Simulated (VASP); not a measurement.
A run of VASP 6.6.1 is set up as follows.

Contents of INCAR:

```
SYSTEM = Ta2TiSi3
PREC = Accurate
ENCUT = 520
EDIFF = 1E-6
ISMEAR = 0
SIGMA = 0.1
LREAL = .False.
LASPH = .True.
NELM = 100
ALGO = Normal
ISIF = 2
LWAVE = .False.
LCHARG = .True.
GGA = PE
LELF = .True.
LVHAR = .True.
NBANDS = 32
```

File KPOINTS:

```
Automatic mesh
0
Gamma
  6 6 6
  0 0 0
```

File POSCAR:

```
Ta2TiSi3
1.0
    5.1856422399      0.0000000000      0.0000000000
   -2.5928211200      4.4908979147      0.0000000000
    0.0000000000      0.0000000000      4.2894538288
Ti Ta Si
1 2 3
Direct
    0.0000000000      0.0000000000      0.0000000000
    0.6666666667      0.3333333333      0.0000000000
    0.3333333333      0.6666666667      0.0000000000
    0.5000000000      0.0000000000      0.5000000000
    0.0000000000      0.5000000000      0.5000000000
    0.5000000000      0.5000000000      0.5000000000
```

Potentials or basis: VASP PAW PBE potentials, release 64 (Ti_sv, Ta_pv, Si).

Run with:

```bash
$ cat potpaw_PBE.64/Ti_sv/POTCAR potpaw_PBE.64/Ta_pv/POTCAR potpaw_PBE.64/Si/POTCAR > POTCAR
$ mpirun -np 1 vasp_std > vasp.out
```

(1) What does it give for the band gap on the k mesh?

(2) What does it give for the pressure?

Results:

(1) zero (bands 23 and 24 overlap by 1.81 eV).

(2) 0.1 GPa.

Caveat: spin-orbit coupling is left out, which moves the levels of the heavy elements.
